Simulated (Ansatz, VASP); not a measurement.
## BaS in VASP and in Ansatz

```
CELL_PARAMETERS angstrom
0.00000 3.21180 3.21180
3.08332 0.00000 3.21180
3.08332 3.21180 0.00000
ATOMIC_POSITIONS crystal
Ba 0.00000 0.00000 0.00000
S 0.50000 0.50000 0.50000
```

Change from the starting cell: uniaxial_x strain -4.0%.

Alike in both runs: task single point; functional PBE; k mesh 8 × 8 × 8; occupations fermi-dirac, width 0.02 eV; no spin polarisation.

|  | VASP | Ansatz |
| --- | --- | --- |
| version | VASP 6.6.1 | Ansatz 0.2.0 |
| potentials or method | VASP PAW PBE potentials, release 64 (Ba_sv, S) | plane waves, PAW |
| plane-wave cutoff (eV) | 520 | 420 |
| valence electrons in the cell | 16 | 16 |

VASP gave:

| Quantity | Value |
| --- | --- |
| gap on the k mesh at the Fermi level (eV) | 1.93 |
| pressure (GPa) | 2.9 |
| traceless stress, the component that is largest in VASP (GPa) | 2.91 |

What did Ansatz give for the same quantities?

gap on the k mesh at the Fermi level (eV): 2.05; pressure (GPa): 2.2; traceless stress, the component that is largest in VASP (GPa): 2.66.

With one functional, cell and mesh, what is left measures potentials, basis and numerics.

Neither program's run includes spin-orbit coupling.
